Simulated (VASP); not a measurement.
Write the native input for VASP 6.6.1 that does the following.

```
Task                   : single point
Functional             : PBE
Potentials or basis    : VASP PAW PBE potentials, release 64 (Ta_pv, N)
Cutoff                 : 520 eV
k mesh                 : 20 × 20 × 20
Occupations            : gaussian, width 0.15 eV
Spin                   : no spin polarisation
Dipole correction      : no
Further INCAR settings : ALGO = Normal; EDIFF = 1e-06; NBANDS = 15
```

The structure of TaN lies in POSCAR:

```
TaN
1.0
    0.1360959164      2.2782142223      2.2782142223
    2.2782142223      0.1360959164      2.2782142223
    2.2782142223      2.2782142223      0.1360959164
Ta N
1 1
Direct
    0.5000000000      0.5000000000      0.5000000000
    0.0000000000      0.0000000000      0.0000000000
```

These files were run (other wordings do the same):

INCAR

```
PREC = Accurate
ENCUT = 520
EDIFF = 1E-6
ISMEAR = 0
SIGMA = 0.15
LREAL = F
LASPH = T
NELM = 80
ALGO = Normal
ISIF = 2
LWAVE = F
LCHARG = F
GGA = PE
NBANDS = 15
```

KPOINTS

```
Automatic mesh
0
Gamma
  20 20 20
```

Potentials or basis: VASP PAW PBE potentials, release 64 (Ta_pv, N).

The run is started by

```console
$ cat potpaw_PBE.64/Ta_pv/POTCAR potpaw_PBE.64/N/POTCAR > POTCAR
$ mpirun -np 1 vasp_std > vasp.out
```

Results of the run:

| Quantity | Value |
| --- | --- |
| Pressure | 1.5 GPa |
| Band gap on the k mesh | zero (band 8 reaches 10.80 eV, above the bottom of band 9 at 7.70 eV) |

Caveat: spin-orbit coupling is left out, which moves the levels of the heavy elements.

Run time: 2.7 min on 1 thread of Intel(R) Xeon(R) Platinum 8259CL CPU @ 2.50GHz (Skylake/Cascade Lake) (shared host), peak memory 0.36 GiB.
